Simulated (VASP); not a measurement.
**TiAl: single point with PBEsol**

The system is TiAl.

```xyz
2
Lattice="2.7052 0.0000 0.0000 -1.3526 2.3428 0.0000 0.0000 0.0000 4.4344" Properties=species:S:1:pos:R:3 pbc="T T T"
Ti    0.0000    0.0000    0.0000
Al    0.0000    1.5618    2.2172
```

```json
{
  "Program": "VASP 6.6.1",
  "Task": "single point",
  "Functional": "PBEsol",
  "Potentials or basis": "VASP PAW PBE potentials, release 64 (Ti_sv, Al)",
  "Cutoff": "520 eV",
  "k mesh": "18 × 18 × 10",
  "Occupations": "gaussian, width 0.15 eV",
  "Spin": "no spin polarisation"
}
```

```
Pressure : 20.8 GPa
```

Stress tensor (GPa, compression positive):
```
20.16  0.00  0.00
 0.00 20.16  0.00
 0.00  0.00 22.14
```

Levels at points of the mesh, in eV from the Fermi level:
| k point | band 4 | band 5 | band 6 | band 7 | band 8 | band 9 | band 10 | band 11 |
| --- | --- | --- | --- | --- | --- | --- | --- | --- |
| (0.00, 0.00, 0.00) | -31.72 | -9.80 | -2.53 | -1.93 | 1.47 | 1.47 | 3.37 | 3.37 |
| (0.50, 0.00, 0.00) | -31.95 | -4.17 | -2.82 | -2.00 | -1.33 | 2.48 | 4.58 | 4.89 |
| (0.00, 0.00, 0.50) | -31.72 | -8.73 | -5.67 | -0.64 | 1.48 | 1.48 | 3.27 | 3.27 |
| (0.50, 0.00, 0.50) | -31.95 | -4.18 | -2.56 | -2.19 | 0.90 | 1.03 | 2.26 | 3.52 |

It took 59 s on 1 thread of Intel(R) Xeon(R) Platinum 8488C (Sapphire Rapids) (shared host), peak memory 0.21 GiB.

Caveat: the PAW data sets were made with another functional, which shifts forces and pressure a little.
